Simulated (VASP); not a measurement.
Wanted: the native input for a VASP 6.6.1 run.

```yaml
Task: single point
Functional: PBE
Potentials_or_basis: VASP PAW PBE potentials, release 64 (Sn_d)
Cutoff: 520 eV
k_mesh: 9 × 9 × 9
Occupations: fermi-dirac, width 0.2 eV
Spin: no spin polarisation
Dipole_correction: no
Further_INCAR_settings: ALGO = Normal; EDIFF = 1e-07; NBANDS = 13
```

The structure of Sn lies in POSCAR:

```
Sn
1.0
   -1.7265390000      1.7755470000      2.3383420000
    1.7265390000     -1.7755470000      2.3383420000
    1.7265390000      1.7755470000     -2.3383420000
Sn
1
Direct
    0.0000000000      0.0000000000      0.0000000000
```

The input as run:

INCAR

```
SYSTEM = Sn
ALGO = Normal ; EDIFF = 1E-7
ENCUT = 520 ; GGA = PE
ISIF = 2 ; ISMEAR = -1
LASPH = .True. ; LCHARG = .False.
LREAL = .False. ; LWAVE = .False.
NBANDS = 13 ; NELM = 100
PREC = Accurate ; SIGMA = 0.2
```

KPOINTS

```
k-points
0
Gamma
  9 9 9
  0 0 0
```

Potentials or basis: VASP PAW PBE potentials, release 64 (Sn_d).

Command:

```console
$ cat potpaw_PBE.64/Sn_d/POTCAR > POTCAR
$ mpirun -np 1 vasp_std > vasp.out
```

It gave:

```json
{
  "Pressure": "-1.0 GPa",
  "Band gap on the k mesh": "zero (band 7 reaches 14.54 eV, above the bottom of band 8 at 5.60 eV)"
}
```

Caveat: spin-orbit coupling is left out, which moves the levels of the heavy elements.

Run time: 64 s on 1 thread of AMD EPYC 7R13 Processor (Zen 3), on a shared host, peak memory 0.15 GiB.
